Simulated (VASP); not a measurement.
Input of a VASP 6.6.1 run:

INCAR

```
PREC = Accurate ; ENCUT = 600
EDIFF = 1E-6 ; ISMEAR = 0
SIGMA = 0.15 ; LREAL = F
LASPH = T ; NELM = 120
ALGO = Normal ; ISIF = 2
LWAVE = F ; LCHARG = T
GGA = PE ; LELF = T
LVHAR = T ; NBANDS = 26
GGA_COMPAT = F
```

Contents of KPOINTS:

```
regular mesh
0
Gamma
  3 3 3
```

POSCAR

```
AlN
1.0
    4.8669433409      0.0000000000      0.0000000000
    0.0000000000      3.6757621277      2.7137833892
    0.0000000000     -3.6757621277      2.7137833892
Al N
4 4
Direct
    0.2414521238      0.6421229916      0.1418962664
    0.7585478762      0.1418962664      0.6421229916
    0.2414521238      0.1418962664      0.6421229916
    0.7585478762      0.6421229916      0.1418962664
    0.0000000000      0.0452505843      0.2383629110
    0.0000000000      0.2383629110      0.0452505843
    0.0000000000      0.5452851795      0.7383960893
    0.0000000000      0.7383960893      0.5452851795
```

Potentials or basis: VASP PAW PBE potentials, release 64 (Al, N).

The run is started by

```console
$ cat potpaw_PBE.64/Al/POTCAR potpaw_PBE.64/N/POTCAR > POTCAR
$ mpirun -np 1 vasp_std > vasp.out
```

Question: Predict the pressure.

Answer: -0.1 GPa.

Question: Estimate the band gap on the k mesh.

Answer: Zero (band 16 reaches 8.33 eV, above the bottom of band 17 at 6.74 eV).

Stress tensor (GPa, compression positive):
```
-0.32  0.00  0.00
 0.00  0.55  0.00
 0.00  0.00 -0.48
```

Caveat: the k points lie up to 0.48 Å⁻¹ apart.
